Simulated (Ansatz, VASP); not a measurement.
BaF2: VASP beside Ansatz

```xyz
3
Lattice="0.0000 3.1280 3.1280 3.1280 0.0000 3.1280 3.1280 3.1280 0.0000" Properties=species:S:1:pos:R:3 pbc="T T T"
Ba    0.0000    0.0000    0.0000
F     1.5640    1.5640    1.5640
F     4.6920    4.6920    4.6920
```

Alike in both runs: task single point; functional r2SCAN; k mesh 6 × 6 × 6; occupations gaussian, width 0.02 eV; no spin polarisation.

```csv
,VASP,Ansatz
version,VASP 6.6.1,Ansatz 0.2.0
potentials or method,"VASP PAW PBE potentials, release 64 (Ba_sv, F), cutoff 660 eV","scalar-relativistic, plane waves, PAW"
valence electrons in the cell,24,24
```

|  | VASP | Ansatz | Ansatz less VASP |
| --- | --- | --- | --- |
| gap on the k mesh at the Fermi level (eV) | 7.23 | 7.30 | +0.074 |
| least direct gap on the mesh (eV) | 7.29 | 7.37 | +0.083 |
| pressure (GPa) | -0.9 | -1.7 | -0.77 |

VASP's potentials were made for PBE, not for r2SCAN. The functional is the same, so the differences come from potentials, cutoffs and numerics.

Spin-orbit coupling is off throughout.
